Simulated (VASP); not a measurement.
# Al6H: single point with PBE

Al6H, a slab with vacuum:

```
CELL_PARAMETERS angstrom
5.71352 0.00000 0.00000
0.00000 5.71352 0.00000
0.00000 0.00000 22.17470
ATOMIC_POSITIONS crystal
Al 0.25000 0.25000 0.18039
Al 0.25000 0.75000 0.18039
Al 0.75000 0.25000 0.18039
Al 0.75000 0.75000 0.18039
Al 0.00000 0.00000 0.27441
Al 0.00000 0.50000 0.27441
Al 0.50000 0.00000 0.27441
Al 0.50000 0.50000 0.27441
Al 0.25000 0.25000 0.36865
Al 0.25000 0.75000 0.36865
Al 0.75000 0.25000 0.36865
Al 0.75000 0.75000 0.36865
H 0.00000 0.89665 0.50394
H 0.00000 0.10335 0.50394
```

```json
{
  "Program": "VASP 6.6.1",
  "Task": "single point",
  "Functional": "PBE",
  "Potentials or basis": "VASP PAW PBE potentials, release 64 (Al, H)",
  "Cutoff": "520 eV",
  "k mesh": "5 × 5 × 1",
  "Occupations": "gaussian, width 0.1 eV",
  "Spin": "no spin polarisation",
  "Dipole correction": "yes",
  "Further INCAR settings": "ALGO = Normal; EDIFF = 1e-06; NBANDS = 32"
}
```

```yaml
Largest_force: 4.505 eV/Å
Band_gap_on_the_k_mesh: zero (bands 19 and 20 overlap by 0.56 eV)
```

Forces in eV/Å, atoms in the order of the input:
```
Al  -0.001  0.006  0.018
Al  -0.001 -0.006  0.018
Al   0.001  0.006  0.018
Al   0.001 -0.006  0.018
Al   0.000  0.000  0.002
Al   0.000  0.000  0.007
Al   0.000  0.000  0.001
Al   0.000  0.000  0.021
Al   0.009  0.017 -0.037
Al   0.009 -0.017 -0.037
Al  -0.009  0.017 -0.037
Al  -0.009 -0.017 -0.037
H    0.000  4.505  0.023
H    0.000 -4.505  0.023
```

Levels at points of the mesh, in eV from the Fermi level:
| k point | band 17 | band 18 | band 19 | band 20 | band 21 | band 22 |
| --- | --- | --- | --- | --- | --- | --- |
| (0.00, 0.00, 0.00) | -0.76 | -0.67 | -0.32 | 0.03 | 0.05 | 0.06 |

It took 10 min on 1 thread of Intel Xeon 8259CL, on a shared host, peak memory 0.7 GiB.
